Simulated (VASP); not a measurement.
A run of VASP 6.6.1 is set up as follows.

POSCAR

```
ZrO2
1.0
    3.6010285391      0.0000000000      0.0000000000
    0.0000000000      3.6010285391      0.0000000000
    0.0000000000      0.0000000000      5.1748882163
Zr O
2 4
Direct
    0.0000000000      0.0000000000      0.0000000000
    0.5000000000      0.5000000000      0.5000000000
    0.0000000000      0.5000000000      0.3000278367
    0.0000000000      0.5000000000      0.8000278367
    0.5000000000      0.0000000000      0.6999721633
    0.5000000000      0.0000000000      0.1999721633
```

INCAR.step1

```
SYSTEM = ZrO2
  PREC = Accurate
  ENCUT = 520
  EDIFF = 1E-5
  ISMEAR = 0
  SIGMA = 0.01
  LREAL = .False.
  LASPH = .True.
  NELM = 120
  ALGO = Normal
  ISIF = 2
  LWAVE = .True.
  NBANDS = 33
  GGA = PE
  GGA_COMPAT = .False.
  KPAR = 4
```

File INCAR.step2:

```
SYSTEM = ZrO2
  PREC = Accurate
  ENCUT = 520
  EDIFF = 1E-6
  ISMEAR = 0
  SIGMA = 0.01
  LREAL = .False.
  LASPH = .True.
  NELM = 120
  ALGO = Normal
  ISIF = 2
  LWAVE = .False.
  LCHARG = .True.
  GGA = PE
  LHFCALC = .True.
  HFSCREEN = 0.2079
  PRECFOCK = Normal
  LVHAR = .True.
  NBANDS = 33
  ISTART = 1
  GGA_COMPAT = .False.
  KPAR = 4
```

Contents of KPOINTS:

```
regular mesh
0
Gamma
  4 4 4
  0 0 0
```

Potentials or basis: VASP PAW PBE potentials, release 64 (Zr_sv, O).

Launch:

```sh
$ cat potpaw_PBE.64/Zr_sv/POTCAR potpaw_PBE.64/O/POTCAR > POTCAR
$ cp INCAR.step1 INCAR
$ mpirun -np 4 vasp_std > vasp.out
$ cp INCAR.step2 INCAR
$ mpirun -np 4 vasp_std > vasp.out
```

Question: Predict the band gap on the k mesh.

Answer: 5.64 eV (least direct gap 5.76 eV).

Question: Estimate the pressure.

Answer: -0.6 GPa.

Stress tensor (GPa, compression positive):
```
-1.46  0.00  0.00
 0.00 -1.46  0.00
 0.00  0.00  1.06
```

Caveat: the k points lie up to 0.44 Å⁻¹ apart; the cell differs from its parent crystal (uniaxial z strain -1.0%); the PAW data sets were made with another functional, which shifts forces and pressure a little. A k mesh can miss the band edges.
